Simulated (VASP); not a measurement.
Write the native input for VASP 6.6.1 that does the following.

```yaml
Task: single point
Functional: r2SCAN
Potentials_or_basis: VASP PAW PBE potentials, release 64 (Au, Cu)
Cutoff: 520 eV
k_mesh: 9 × 9 × 7
Occupations: fermi-dirac, width 0.05 eV
Spin: no spin polarisation
Dipole_correction: no
Further_INCAR_settings: ALGO = Normal; EDIFF = 1e-07; NBANDS = 18
```

CuAu:

```xyz
2
Lattice="2.7145 0.0000 0.0000 0.0000 2.7145 0.0000 0.0000 0.0000 3.4529" Properties=species:S:1:pos:R:3 pbc="T T T"
Au    0.0000    0.0000    0.0000
Cu    1.3573    1.3573    1.7265
```

The input as run:

POSCAR

```
CuAu
1.0
    2.7145346552      0.0000000000      0.0000000000
    0.0000000000      2.7145346552      0.0000000000
    0.0000000000      0.0000000000      3.4529227120
Au Cu
1 1
Direct
    0.0000000000      0.0000000000      0.0000000000
    0.5000000000      0.5000000000      0.5000000000
```

INCAR.step1

```
PREC = Accurate
ENCUT = 520
ISMEAR = -1
SIGMA = 0.05
LREAL = F
LASPH = T
NELM = 100
NBANDS = 18
GGA = PE
ALGO = Normal
EDIFF = 1E-4
LWAVE = T
LCHARG = F
```

INCAR.step2

```
PREC = Accurate
ENCUT = 520
EDIFF = 1E-7
ISMEAR = -1
SIGMA = 0.05
LREAL = F
LASPH = T
NELM = 100
ALGO = Normal
ISIF = 2
LWAVE = F
LCHARG = T
METAGGA = R2SCAN
LMIXTAU = T
LELF = T
LVHAR = T
NBANDS = 18
ISTART = 1
```

KPOINTS

```
regular mesh
0
Gamma
  9 9 7
```

Potentials or basis: VASP PAW PBE potentials, release 64 (Au, Cu).

Run with:

```sh
$ cat potpaw_PBE.64/Au/POTCAR potpaw_PBE.64/Cu/POTCAR > POTCAR
$ cp INCAR.step1 INCAR
$ mpirun -np 1 vasp_std > vasp.out
$ cp INCAR.step2 INCAR
$ mpirun -np 1 vasp_std > vasp.out
```

Results of the run:

```yaml
Pressure: 30.8 GPa
Band_gap_on_the_k_mesh: zero (band 11 reaches 14.74 eV, above the bottom of band 12 at 8.32 eV)
```

Caveat: the PAW data sets were made with another functional, which shifts forces and pressure a little; spin-orbit coupling is left out, which moves the levels of the heavy elements.

It took 80 s on 1 thread of Intel(R) Xeon(R) 6975P-C (Granite Rapids) (shared host), peak memory 0.15 GiB.
